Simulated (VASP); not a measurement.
## Al2O3: relaxation of the atoms with PBE

Al2O3:

```
Al O
1.0
     2.88432    0.00000    0.00000
    -1.44216    2.49790    0.00000
     0.00000    0.00000    9.24339
Al O
2 3
Direct
  0.00000 0.00000 0.85001
  0.00000 0.00000 0.14999
  0.33333 0.66667 0.77768
  0.66667 0.33333 0.00000
  0.33333 0.66667 0.22232
```

| Quantity | Value |
| --- | --- |
| Program | VASP 6.6.1 |
| Task | relaxation of the atoms |
| Functional | PBE |
| Potentials or basis | VASP PAW PBE potentials, release 64 (Al, O) |
| Cutoff | 520 eV |
| k mesh | 9 × 9 × 3 |
| Occupations | fermi-dirac, width 0.05 eV |
| Spin | no spin polarisation |
| Dipole correction | no |
| Further INCAR settings | ALGO = Normal; EDIFF = 1e-06; IBRION = 2; EDIFFG = -0.01; NSW = 60 |

```yaml
Energy_gained_by_relaxing: 1.0 meV/atom
Ionic_steps: 5
Pressure_after_relaxing: 0.0 GPa
Largest_force_after_relaxing: 0.003 eV/Å
Band_gap_on_the_k_mesh: 4.76 eV (least direct gap 5.00 eV)
```

Forces on the atoms (eV/Å):
```
Al   0.000  0.000 -0.003
Al   0.000  0.000  0.003
O    0.000  0.000 -0.002
O    0.000  0.000  0.000
O    0.000  0.000  0.002
```

Stress tensor (GPa, compression positive):
```
 0.13  0.00  0.00
 0.00  0.13  0.00
 0.00  0.00 -0.15
```

Step by step:
```csv
step,energy change (eV),largest force (eV/Å),pressure (GPa)
1,0.0000,0.1454,1.05
2,-0.0027,0.1112,0.72
3,-0.0046,0.0611,0.15
4,-0.0044,0.1043,-0.15
5,-0.0048,0.0031,0.04
```

Final structure:
```
CELL_PARAMETERS angstrom
2.88432 0.00000 0.00000
-1.44216 2.49790 0.00000
0.00000 0.00000 9.24339
ATOMIC_POSITIONS crystal
Al 0.00000 0.00000 0.84848
Al 0.00000 0.00000 0.15152
O 0.33333 0.66667 0.77535
O 0.66667 0.33333 0.00000
O 0.33333 0.66667 0.22465
```

Levels at points of the mesh, in eV from the valence-band top:
```tsv
k point	band 10	band 11	band 12	band 13	band 14	band 15
(0.00, 0.00, 0.00)	-0.53	-0.53	-0.24	4.76	7.41	7.82
```

Wall time 2.6 min on 1 thread of AMD EPYC 7R13, with other jobs on the host, peak memory 0.16 GiB.

Caveat: an odd mesh through Γ misses points on the zone boundary, where band edges can lie.
